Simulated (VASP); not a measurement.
Here is a VASP 6.6.1 calculation.

Contents of POSCAR:

```
LiCl
1.0
    0.0000000000      5.1132230000      5.1132230000
    5.1132230000      0.0000000000      5.1132230000
    5.1132230000      5.1132230000      0.0000000000
Li Cl
8 8
Direct
   -0.0241189363     -0.0010990133      0.0231129172
    0.0008288314     -0.0386429459      0.5317825958
   -0.0095551279      0.4879901581      0.0017299265
    0.0198415950      0.4879373538      0.4770328812
    0.4859581716     -0.0344085325      0.0181886258
    0.4979031816     -0.0004462939      0.5081104423
    0.5160877005      0.4637299214     -0.0250567010
    0.5144735522      0.5262326716      0.4811614905
    0.2391841701      0.2495817217      0.2628338330
    0.2603915378      0.2476926979      0.7373717125
    0.2411810516      0.7577509332      0.2505364034
    0.2499448000      0.7505034496      0.7494373901
    0.7435824723      0.2497160793      0.2492613758
    0.7496542787      0.2514645851      0.7498954182
    0.7510532007      0.7560449642      0.2569184837
    0.7689835745      0.7586665983      0.7398671053
```

The input INCAR.step1:

```
  PREC = Accurate
  ENCUT = 520
  ISMEAR = -1
  SIGMA = 0.112
  LREAL = Auto
  LASPH = T
  NELM = 60
  NBANDS = 54
  GGA = PE
  ALGO = Normal
  EDIFF = 1E-4
  LWAVE = T
  LCHARG = F
```

The input INCAR.step2:

```
  PREC = Accurate
  ENCUT = 520
  EDIFF = 1E-7
  ISMEAR = -1
  SIGMA = 0.112
  LREAL = Auto
  LASPH = T
  NELM = 60
  ALGO = Normal
  ISIF = 2
  LWAVE = F
  LCHARG = T
  METAGGA = R2SCAN
  LMIXTAU = T
  LELF = T
  LVHAR = T
  NBANDS = 54
  ISTART = 1
```

KPOINTS

```
regular mesh
0
Gamma
  2 2 2
```

Potentials or basis: VASP PAW PBE potentials, release 64 (Li_sv, Cl).

Run with:

```console
$ cat potpaw_PBE.64/Li_sv/POTCAR potpaw_PBE.64/Cl/POTCAR > POTCAR
$ cp INCAR.step1 INCAR
$ mpirun -np 1 vasp_std > vasp.out
$ cp INCAR.step2 INCAR
$ mpirun -np 1 vasp_std > vasp.out
```

**Question.** Predict the largest force.

**Answer.** 0.847 eV/Å.

**Question.** Predict the band gap on the k mesh.

**Answer.** 7.17 eV.

Forces in eV/Å, atoms in the order of the input:
```
Li  -0.127 -0.001  0.296
Li   0.045 -0.156  0.562
Li  -0.111  0.126  0.067
Li   0.257  0.147 -0.043
Li   0.061 -0.170  0.370
Li   0.074 -0.047  0.023
Li   0.571  0.042 -0.070
Li  -0.070  0.030 -0.400
Cl  -0.454 -0.151  0.093
Cl   0.277  0.101 -0.108
Cl  -0.154  0.124 -0.030
Cl  -0.026  0.265  0.000
Cl   0.085 -0.093  0.217
Cl  -0.312 -0.003  0.029
Cl  -0.171 -0.178 -0.162
Cl   0.054 -0.037 -0.844
```

Caveat: the k points lie up to 0.53 Å⁻¹ apart; the atoms stand as in a frame of molecular dynamics; the PAW data sets were made with another functional, which shifts forces and pressure a little.
